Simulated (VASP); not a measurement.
**Zn: relaxation of cell and atoms with PBE+D3(BJ)**

Zn:

```
Zn
1.0
     0.00000    1.96478    1.96478
     1.96478    0.00000    1.96478
     1.96478    1.96478    0.00000
Zn
1
Direct
  0.00000 0.00000 0.00000
```

```yaml
Program: VASP 6.6.1
Task: relaxation of cell and atoms
Functional: PBE
Dispersion: D3(BJ)
Potentials_or_basis: VASP PAW PBE potentials, release 64 (Zn)
Cutoff: 600 eV
k_mesh: 12 × 12 × 12
Occupations: fermi-dirac, width 0.05 eV
Spin: no spin polarisation
Dipole_correction: no
Further_INCAR_settings: ALGO = Normal; EDIFF = 1e-06; IBRION = 2; EDIFFG = -0.01; NSW = 60; ISIF = 3
```

```
Relaxed volume                         : 14.26 Å³/atom
Relaxed cell                           : a = 2.722 Å, b = 2.722 Å, c = 2.722 Å, α = 60.00°, β = 60.00°, γ = 60.00°
Space group after relaxing (to 0.05 Å) : Fm-3m (No. 225)
Energy gained by relaxing              : 13.0 meV/atom
Ionic steps                            : 4
Pressure after relaxing                : 0.1 GPa
Band gap on the k mesh                 : zero (band 6 reaches 5.83 eV, above the bottom of band 7 at 2.26 eV)
Dispersion energy per atom             : -0.429 eV
```

The path:
| step | energy change (eV) | largest force (eV/Å) | pressure (GPa) | volume (Å³) |
| --- | --- | --- | --- | --- |
| 1 | 0.0000 | 0.0000 | -4.26 | 15.17 |
| 2 | -0.0130 | 0.0000 | -0.37 | 14.30 |
| 3 | -0.0130 | 0.0000 | 0.23 | 14.23 |
| 4 | -0.0130 | 0.0000 | 0.05 | 14.26 |

Final structure:
```yaml
crystal:
  lattice:
    - [0.00000, 1.92461, 1.92461]
    - [1.92461, 0.00000, 1.92461]
    - [1.92461, 1.92461, 0.00000]
  atoms:
    - { symbol: Zn, position: [0.00000, 0.00000, 0.00000] }
```

Levels at points of the mesh, in eV from the Fermi level:
```tsv
k point	band 4	band 5	band 6	band 7	band 8	band 9
(0.00, 0.00, 0.00)	-7.75	-7.33	-7.33	19.20	19.20	19.20
(0.50, 0.00, 0.00)	-7.01	-7.01	-3.12	-1.23	16.04	16.04
(0.50, 0.50, 0.00)	-6.93	-6.93	-1.11	2.01	8.80	8.80
```

Run time: 32 s on 1 thread of Intel Xeon 8259CL, with other jobs on the host, peak memory 0.16 GiB.

Caveat: pairwise dispersion overbinds metals, which lowers pressure and volume.
